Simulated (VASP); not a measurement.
Input of a VASP 6.6.1 run:

File INCAR:

```
SYSTEM = Ni
ALGO = Normal
EDIFF = 1E-6
ENCUT = 520
GGA = PE
ISIF = 2
ISMEAR = 0
LASPH = .TRUE.
LCHARG = .TRUE.
LELF = .TRUE.
LREAL = .FALSE.
LVHAR = .TRUE.
LWAVE = .FALSE.
NBANDS = 11
NELM = 100
PREC = Accurate
SIGMA = 0.15
```

File KPOINTS:

```
k-points
0
G
  24 24 24
  0 0 0
```

Contents of POSCAR:

```
Ni
1.0
    0.0000000000      1.8268605533      1.8268605533
    1.8268605533      0.0000000000      1.8268605533
    1.8268605533      1.8268605533      0.0000000000
Ni
1
Direct
    0.0000000000      0.0000000000      0.0000000000
```

Potentials or basis: VASP PAW PBE potentials, release 64 (Ni).

The run is started by

```sh
$ cat potpaw_PBE.64/Ni/POTCAR > POTCAR
$ mpirun -np 1 vasp_std > vasp.out
```

Q: Predict the pressure.

A: -17.5 GPa.

Q: Predict the band gap on the k mesh.

A: Zero (band 5 reaches 7.79 eV, above the bottom of band 6 at 6.99 eV).

Caveat: the run has no spin polarisation, though such a crystal can be magnetic. Spin polarisation is off, so any magnetic state and its effect on volume and gap are missing.
